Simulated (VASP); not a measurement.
# C in VASP: a series of runs

The runs below take C through single point, with r2SCAN.

Program: VASP 6.6.1. These are calculated values, not measurements. Logs are shortened: lines on timing, memory, paths and dates and some standing lists are left out, and cuts for length are marked.

### Step 1. The cell of the first run

The cell holds a slab with vacuum, 2 atoms: a = 2.456 Å, b = 2.456 Å, c = 8.524 Å, α = 90.00°, β = 90.00°, γ = 120.00°.

### Step 2. Single point, r2SCAN

POSCAR

```
C
1.0
    2.4559599776      0.0000000000      0.0000000000
   -1.2279799888      2.1269237313      0.0000000000
    0.0000000000      0.0000000000      8.5238458842
C
2
Direct
    0.3333333333      0.6666666667      0.0000000000
    0.6666666667      0.3333333333      0.0000000000
```

INCAR.step1

```
  ALGO = Normal
  EDIFF = 1E-4
  ENCUT = 520
  GGA = PE
  ISMEAR = 0
  LASPH = True
  LCHARG = False
  LREAL = False
  LWAVE = True
  NBANDS = 11
  NELM = 80
  PREC = Accurate
  SIGMA = 0.15
```

INCAR.step2

```
  ALGO = Normal
  EDIFF = 1E-6
  ENCUT = 520
  ISIF = 2
  ISMEAR = 0
  ISTART = 1
  LASPH = True
  LCHARG = False
  LMIXTAU = True
  LREAL = False
  LWAVE = False
  METAGGA = R2SCAN
  NBANDS = 11
  NELM = 80
  PREC = Accurate
  SIGMA = 0.15
```

KPOINTS

```
k-points
0
Gamma
  18 18 4
```

Potentials or basis: VASP PAW PBE potentials, release 64 (C).

Launch:

```console
$ cat potpaw_PBE.64/C/POTCAR > POTCAR
$ cp INCAR.step1 INCAR
$ mpirun -np 1 vasp_std > vasp.out
$ cp INCAR.step2 INCAR
$ mpirun -np 1 vasp_std > vasp.out
```

OUTCAR:

```text
EDIFF = 1E-6
   ENCUT = 520
   ISIF = 2
   ISMEAR = 0
   ISTART = 1
   LASPH = True
   LREAL = False
   METAGGA = R2SCAN
   NELM = 80
   PREC = Accurate

 ion  position               nearest neighbor table
   1  0.333  0.667  0.000-   2 1.42   2 1.42   2 1.42
   2  0.667  0.333  0.000-   1 1.42   1 1.42   1 1.42

  LATTYP: Found a hexagonal cell.
 ALAT       =     2.4559599776
 C/A-ratio  =     3.4706778457

  Lattice vectors:

 A1 = (   2.4559599776,   0.0000000000,   0.0000000000)
 A2 = (  -1.2279799888,   2.1269237313,   0.0000000000)
 A3 = (   0.0000000000,   0.0000000000,   8.5238458842)

Analysis of symmetry for initial positions (statically):
=====================================================================
 Subroutine PRICEL returns:
 Original cell was already a primitive cell.

 Routine SETGRP: Setting up the symmetry group for a
 hexagonal supercell.

 Subroutine GETGRP returns: Found 24 space group operations
 (whereof 24 operations were pure point group operations)
 out of a pool of 24 trial point group operations.

The static configuration has the point symmetry D_6h.

Analysis of symmetry for dynamics (positions and initial velocities):
=====================================================================
 Subroutine PRICEL returns:
 Original cell was already a primitive cell.

 Routine SETGRP: Setting up the symmetry group for a
 hexagonal supercell.

 Subroutine GETGRP returns: Found 24 space group operations
 (whereof 24 operations were pure point group operations)
 out of a pool of 24 trial point group operations.

The dynamic configuration has the point symmetry D_6h.

 Subroutine INISYM returns: Found 24 space group operations
 (whereof 24 operations are pure point group operations),
 and found     1 'primitive' translations

----------------------------------------------------------------------------------------

                                     Primitive cell

  volume of cell :      44.5255

  direct lattice vectors                    reciprocal lattice vectors
     2.455959978  0.000000000  0.000000000     0.407172759  0.235081302  0.000000000
    -1.227979989  2.126923731  0.000000000     0.000000000  0.470162604  0.000000000
     0.000000000  0.000000000  8.523845884     0.000000000  0.000000000  0.117317935

  length of vectors
     2.455959978  2.455959978  8.523845884     0.470162604  0.470162604  0.117317935

  position of ions in fractional coordinates (direct lattice)
     0.333333333  0.666666667  0.000000000
     0.666666667  0.333333333  0.000000000

  ion indices of the primitive-cell ions
   primitive index   ion index
                 1           1
                 2           2

----------------------------------------------------------------------------------------

 KPOINTS: k-points

Automatic generation of k-mesh.
 Grid dimensions read from file:
 generate k-points for:   18   18    4

 Generating k-lattice:

  Cartesian coordinates                     Fractional coordinates (reciprocal lattice)
     0.022620709  0.013060072  0.000000000     0.055555556  0.000000000  0.000000000
     0.000000000  0.026120145  0.000000000     0.000000000  0.055555556  0.000000000
     0.000000000  0.000000000  0.029329484     0.000000000  0.000000000  0.250000000

  Length of vectors
     0.026120145  0.026120145  0.029329484

  Shift w.r.t. Gamma in fractional coordinates (k-lattice)
     0.000000000  0.000000000  0.000000000

 Subroutine IBZKPT returns following result:
 ===========================================

 Found    111 irreducible k-points:

 Following reciprocal coordinates:
            Coordinates               Weight
  0.000000  0.000000  0.000000      1.000000
  0.055556 -0.000000  0.000000      6.000000
  0.111111 -0.000000  0.000000      6.000000
  0.166667  0.000000  0.000000      6.000000
  0.222222 -0.000000  0.000000      6.000000
  0.277778 -0.000000  0.000000      6.000000
[... 16 lines left out ...]
  0.333333  0.111111  0.000000     12.000000
  0.388889  0.111111  0.000000     12.000000
 [... further k-points ...]
   k-points           NKPTS =    111   k-points in BZ     NKDIM =    111   number of bands    NBANDS=     11
   number of dos      NEDOS =    301   number of ions     NIONS =      2
   total plane-waves  NPLWV =  20736
   dimension x,y,z NGX =    18 NGY =   18 NGZ =   64
   dimension x,y,z NGXF=    36 NGYF=   36 NGZF=  128
   ions per type =               2
   NGX,Y,Z   is equivalent  to a cutoff of  12.18, 12.18, 12.48 a.u.
   NGXF,Y,Z  is equivalent  to a cutoff of  24.37, 24.37, 24.96 a.u.
 SYSTEM =  unknown system
   PREC   = accura    normal or accurate (medium, high low for compatibility)
   ISTART =      1    job   : 0-new  1-cont  2-samecut
   ICHARG =      0    charge: 1-file 2-atom 10-const
   ISPIN  =      1    spin polarized calculation?
   LNONCOLLINEAR =      F non collinear calculations
   LSORBIT =      F    spin-orbit coupling
   LASPH  =      T    aspherical Exc in radial PAW
   ENCUT  =  520.0 eV  38.22 Ry    6.18 a.u.   4.57  4.57 15.85*2*pi/ulx,y,z
   NELM   =     80;   NELMIN=  2; NELMDL=  0     # of ELM steps
   EDIFF  = 0.1E-05   stopping-criterion for ELM
   LREAL  =      F    real-space projection
   EDIFFG = 0.1E-04   stopping-criterion for IOM
   NSW    =      0    number of steps for IOM
   IBRION =     -1    ionic relax: 0-MD 1-quasi-New 2-CG
   NFREE  =      0    steps in history (QN), initial steepest desc. (CG)
   ISIF   =      2    stress and relaxation
   ISYM   =      2    0-nonsym 1-usesym 2-fastsym
   POTIM  = 0.5000    time-step for ionic-motion
   TEBEG  =    0.0;   TEEND  =   0.0 temperature during run
   PSTRESS=    0.0 pullay stress
   NELECT =       8.0000    total number of electrons
   NUPDOWN=      -1.0000    fix difference up-down
   EMIN   =  10.00;   EMAX   =-10.00  energy-range for DOS
   EFERMI =   0.00;   METHOD = LEGACY
   ISMEAR =     0;   SIGMA  =   0.15  broadening in eV -4-tet -1-fermi 0-gaus
   EFERMI_NEDOS =   21; number of points for ismear=-14 and -15
   IALGO  =     38    algorithm
   IMIX   =      4    mixing-type and parameters
     AMIX     =   0.40;   BMIX     =  1.00
     AMIX_MAG =   1.60;   BMIX_MAG =  1.00
  volume/ion in A,a.u.               =      22.26       150.24
  Fermi-wavevector in a.u.,A,eV,Ry     =   0.923780  1.745691 11.610797  0.853370
  Thomas-Fermi vector in A             =   2.049454
   LORBIT       =      0    0 simple, 1 ext, 2 COOP (PROOUT), +10 PAW based schemes
   METAGGA = R2SCAN    functional components
   LHFCALC =     F    Hartree Fock is set to
   AEXX    =    0.0000 exact exchange contribution
   IVDW    =     0    specifies the selected vdW correction
   LEPSILON=     F    determine dielectric tensor
   LRPA    =     F    only Hartree local field effects (RPA)
 non-spin polarized calculation
 Gauss-broadening in eV      SIGMA  =   0.15
  energy-cutoff  :      520.00
  volume of cell :       44.53
 maximum number of plane-waves:      1221
   NGX =  9   NGY =  9   NGZ = 31

 number of electron       7.9999997 magnetization

 Free energy of the ion-electron system (eV)
  ---------------------------------------------------
  ext. energy  EPLUGINS =         0.00000000
  ---------------------------------------------------
  free energy    TOTEN  =       -19.84168721 eV

  energy without entropy =      -19.84064241  energy(sigma->0) =      -19.84116481

 E-fermi :  -0.7174     XC(G=0):  -5.0618

 val. band max:       -0.7174012408   @ k =   0.3333   0.3333   0.5000
 cond. band min:      -0.7173665225   @ k =   0.3333   0.3333   0.2500
 fundamental gap:      0.0000347183
 Fermi energy:        -0.7173679934

 k-point     1 :       0.0000    0.0000    0.0000
  band No.  band energies     occupation
      1     -21.5876      2.00000
      2      -8.8646      2.00000
      3      -3.9532      2.00000
      4      -3.9532      2.00000
      5       2.6618      0.00000
      6       5.1046      0.00000
      7       6.6001      0.00000
      8       7.9919      0.00000
      9       7.9919      0.00000
     10      11.7959      0.00000
     11      12.5337      0.00000

 k-point     2 :       0.0556   -0.0000    0.0000
  band No.  band energies     occupation
      1     -21.5100      2.00000
      2      -8.7719      2.00000
      3      -4.2759      2.00000
      4      -4.1216      2.00000
      5       2.7630      0.00000
      6       5.2036      0.00000
      7       6.6955      0.00000
      8       8.0450      0.00000
      9       8.3307      0.00000
     10      11.5088      0.00000
     11      12.6773      0.00000

 k-point     3 :       0.1111   -0.0000    0.0000
  band No.  band energies     occupation
      1     -21.2775      2.00000
      2      -8.4946      2.00000
      3      -5.1595      2.00000
      4      -4.5681      2.00000
      5       3.0666      0.00000
      6       5.4999      0.00000
      7       6.9809      0.00000
      8       8.1177      0.00000
      9       9.2845      0.00000
     10      10.6957      0.00000
     11      13.1390      0.00000

 k-point     4 :       0.1667    0.0000    0.0000
  band No.  band energies     occupation
      1     -20.8913      2.00000
      2      -8.0362      2.00000
      3      -6.4239      2.00000
      4      -5.1676      2.00000
      5       3.5726      0.00000
      6       5.9905      0.00000
      7       7.4376      0.00000
      8       8.1059      0.00000
      9       9.4747      0.00000
     10      10.7157      0.00000
     11      13.9214      0.00000
[... 239 lines left out ...]
 k-point    22 :       0.2778    0.1111    0.0000
  band No.  band energies     occupation
      1     -18.6159      2.00000
      2     -10.9407      2.00000
      3      -7.8102      2.00000
      4      -5.4124      2.00000
      5       4.3871      0.00000
      6       6.6023      0.00000
      7       8.7021      0.00000
      8       8.8902      0.00000
      9      10.4895      0.00000
     10      14.1144      0.00000
     11      15.3233      0.00000

 k-point    23 :       0.3333    0.1111    0.0000
  band No.  band energies     occupation
      1     -17.6619      2.00000
      2     -12.4026      2.00000
      3      -8.2048      2.00000
      4      -4.3959      2.00000
      5       2.8639      0.00000
      6       7.8961      0.00000
      7       8.5485      0.00000
      8      10.0838      0.00000
      9      11.7383      0.00000
     10      14.4111      0.00000
     11      14.8656      0.00000

 k-point    24 :       0.3889    0.1111    0.0000
  band No.  band energies     occupation
      1     -16.6170      2.00000
      2     -13.7672      2.00000
      3      -8.4440      2.00000
      4      -3.4384      2.00000
      5       1.5834      0.00000
      6       8.4034      0.00000
      7       9.4217      0.00000
      8      11.3506      0.00000
      9      12.8570      0.00000
     10      13.1771      0.00000
     11      14.1558      0.00000

 [... further k-points ...]

------------------------ aborting loop because EDIFF is reached ----------------------------------------

  FORCE on cell =-STRESS in cart. coord.  units (eV):
  Direction    XX          YY          ZZ          XY          YZ          ZX
  --------------------------------------------------------------------------------------
  -------------------------------------------------------------------------------------
  Total        0.1105171      0.1105171     -0.0128639     -0.0000000      0.0000000      0.0000000
  in kB        3.9767784      3.9767784     -0.4628860     -0.0000000      0.0000000      0.0000000
  external PRESSURE =       2.4968903 kB  Pullay stress =       0.0000000 kB

 VOLUME and BASIS-vectors are now :
 -----------------------------------------------------------------------------
  energy-cutoff  :      520.00
  volume of cell :       44.53
      direct lattice vectors                 reciprocal lattice vectors
     2.455959978  0.000000000  0.000000000     0.407172759  0.235081302  0.000000000
    -1.227979989  2.126923731  0.000000000     0.000000000  0.470162604  0.000000000
     0.000000000  0.000000000  8.523845884     0.000000000  0.000000000  0.117317935

 POSITION                                       TOTAL-FORCE (eV/Angst)
 -----------------------------------------------------------------------------------
     -0.00000      1.41795      0.00000         0.000000      0.000000      0.000000
      1.22798      0.70897      0.00000        -0.000000      0.000000      0.000000
 -----------------------------------------------------------------------------------
    total drift:                                0.000000     -0.000000      0.000000

  FREE ENERGIE OF THE ION-ELECTRON SYSTEM (eV)
  ---------------------------------------------------
  free  energy   TOTEN  =       -19.8416872058 eV

  energy  without entropy=      -19.8406424103  energy(sigma->0) =      -19.84116481
```

Wall time 4 min (1 thread of Intel Xeon 8259CL, shared host); peak memory 0.18 GiB.

Results:

* Free energy: -19.8417 eV
* Band gap on the k mesh: zero (filled and empty bands touch)

Caveat: the PAW data sets were made with another functional, which shifts forces and pressure a little.

### Step 3. Single point, r2SCAN

This run uses another cell than the first one, of 9.11 Å³/atom.

POSCAR

```
C
1.0
    2.4511367025      0.0000000000      0.0000000000
   -1.2255683512      2.1227466525      0.0000000000
    0.0000000000      0.0000000000      3.5008098221
C
2
Direct
    0.3333333333      0.6666666667      0.0000000000
    0.6666666667      0.3333333333      0.0000000000
```

INCAR.step1

```
PREC = Accurate ; ENCUT = 520
ISMEAR = 0 ; SIGMA = 0.1
LREAL = False ; LASPH = True
NELM = 100 ; NBANDS = 11
GGA = PE ; ALGO = Normal
EDIFF = 1E-4 ; LWAVE = True
LCHARG = False
```

INCAR.step2

```
PREC = Accurate ; ENCUT = 520
EDIFF = 1E-6 ; ISMEAR = 0
SIGMA = 0.1 ; LREAL = False
LASPH = True ; NELM = 100
ALGO = Normal ; ISIF = 2
LWAVE = False ; LCHARG = False
METAGGA = R2SCAN ; LMIXTAU = True
NBANDS = 11 ; ISTART = 1
```

KPOINTS

```
Automatic mesh
0
Gamma
  18 18 6
```

Potentials or basis: VASP PAW PBE potentials, release 64 (C).

Launch:

```console
$ cat potpaw_PBE.64/C/POTCAR > POTCAR
$ cp INCAR.step1 INCAR
$ mpirun -np 1 vasp_std > vasp.out
$ cp INCAR.step2 INCAR
$ mpirun -np 1 vasp_std > vasp.out
```

Wall time 1.7 min (1 thread of Intel Xeon 8259CL, shared host); peak memory 0.14 GiB.

It converged, with:

* Free energy: -19.8579 eV
* Pressure: 2.7 GPa
* Band gap on the k mesh: zero (bands 4 and 5 overlap by 1.10 eV)

Stress tensor (GPa, compression positive):
```
3.05 0.00 0.00
0.00 3.05 0.00
0.00 0.00 1.88
```

Levels at points of the mesh, in eV from the Fermi level:
```tsv
k point	band 1	band 2	band 3	band 4	band 5	band 6	band 7	band 8
(0.00, 0.00, 0.00)	-21.00	-7.31	-3.22	-3.22	4.02	8.73	8.73	12.76
(0.50, 0.00, 0.00)	-15.42	-14.19	-6.86	-1.93	2.61	7.68	11.49	11.61
(0.00, 0.00, 0.50)	-20.79	-8.93	-3.20	-3.20	8.81	8.81	10.00	12.43
(0.50, 0.00, 0.50)	-15.26	-14.06	-6.82	-3.11	1.07	7.98	13.81	17.42
```

Caveat: the PAW data sets were made with another functional, which shifts forces and pressure a little.

### Step 4. Single point, r2SCAN

This run uses another cell than the first one, of 8.63 Å³/atom.

POSCAR

```
C
1.0
    2.4450162588      0.0000000000      0.0000000000
   -1.2225081294      2.1174461928      0.0000000000
    0.0000000000      0.0000000000      3.3340343431
C
2
Direct
    0.3333333333      0.6666666667      0.0000000000
    0.6666666667      0.3333333333      0.0000000000
```

INCAR.step1

```
PREC     = Accurate       # precision mode
ENCUT    = 520            # plane-wave cutoff, eV
ISMEAR   = 0              # smearing method
SIGMA    = 0.1            # smearing width, eV
LREAL    = F              # projectors in reciprocal space
LASPH    = T              # aspherical terms in the spheres
NELM     = 60             # most SCF steps
NBANDS   = 11             # bands
GGA      = PE             # functional
ALGO     = Normal         # electronic algorithm
EDIFF    = 1E-4           # SCF threshold, eV
LWAVE    = T              # write WAVECAR
LCHARG   = F              # write CHGCAR
```

INCAR.step2

```
PREC     = Accurate       # precision mode
ENCUT    = 520            # plane-wave cutoff, eV
EDIFF    = 1E-6           # SCF threshold, eV
ISMEAR   = 0              # smearing method
SIGMA    = 0.1            # smearing width, eV
LREAL    = F              # projectors in reciprocal space
LASPH    = T              # aspherical terms in the spheres
NELM     = 60             # most SCF steps
ALGO     = Normal         # electronic algorithm
ISIF     = 2              # what is computed and relaxed
LWAVE    = F              # write WAVECAR
LCHARG   = F              # write CHGCAR
METAGGA  = R2SCAN         # meta-GGA
LMIXTAU  = T            
NBANDS   = 11             # bands
ISTART   = 1
```

KPOINTS

```
regular mesh
0
Gamma
  18 18 12
```

Launch:

```console
$ cat potpaw_PBE.64/C/POTCAR > POTCAR
$ cp INCAR.step1 INCAR
$ mpirun -np 1 vasp_std > vasp.out
$ cp INCAR.step2 INCAR
$ mpirun -np 1 vasp_std > vasp.out
```

Wall time 3 min (1 thread of Intel Xeon 8259CL, shared host); peak memory 0.16 GiB.

The run converged. Its results:

| Item | Value |
| --- | --- |
| Free energy | -19.8371 eV |
| Pressure | 5.7 GPa |
| Band gap on the k mesh | zero (bands 4 and 5 overlap by 1.47 eV) |

Stress tensor (GPa, compression positive):
```
6.08 0.00 0.00
0.00 6.08 0.00
0.00 0.00 4.89
```

Levels at points of the mesh, in eV from the Fermi level:
```tsv
k point	band 1	band 2	band 3	band 4	band 5	band 6	band 7	band 8
(0.00, 0.00, 0.00)	-21.09	-7.09	-3.20	-3.20	4.43	8.78	8.78	12.95
(0.50, 0.00, 0.00)	-15.46	-14.25	-6.87	-1.73	2.86	7.71	11.79	11.90
(0.00, 0.00, 0.50)	-20.78	-9.17	-3.16	-3.16	8.90	8.90	11.23	12.46
(0.50, 0.00, 0.50)	-15.23	-14.06	-6.81	-3.28	0.89	8.14	14.09	18.61
```

Caveat: the cell stands under pressure; the PAW data sets were made with another functional, which shifts forces and pressure a little.

(Part 1 of 2 ends here.)
